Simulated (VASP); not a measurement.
Sr, 1 atom in the cell. The structure is cubic, space group Fm-3m (No. 225). Conventional cell: a = 5.799 Å, b = 5.799 Å, c = 5.799 Å, α = 90.00°, β = 90.00°, γ = 90.00°. Sr (site symmetry m-3m) has 12 Sr at 4.10 Å within 5.4 Å. 

* Program: VASP 6.6.1
* Task: single point
* Functional: LDA
* Potentials or basis: VASP PAW LDA potentials, release 64 (Sr_sv)
* Cutoff: 520 eV
* k mesh: 13 × 13 × 13
* Occupations: fermi-dirac, width 0.05 eV
* Spin: no spin polarisation
* Dipole correction: no
* Further INCAR settings: ALGO = Normal; EDIFF = 1e-06; NBANDS = 11

Potentials or basis: VASP PAW LDA potentials, release 64 (Sr_sv).

Launch:

```bash
$ cat potpaw_LDA.64/Sr_sv/POTCAR > POTCAR
$ mpirun -np 1 vasp_std > vasp.out
```

Hardware: 1 thread of Intel(R) Xeon(R) Platinum 8259CL CPU @ 2.50GHz (Skylake/Cascade Lake), with other jobs on the host.

Task: Estimate the wall time of this run.

Result: Wall time 35 s on 1 thread of Intel(R) Xeon(R) Platinum 8259CL CPU @ 2.50GHz (Skylake/Cascade Lake) (shared host), peak memory 0.17 GiB. Counts: scf iterations 10, k points 84.
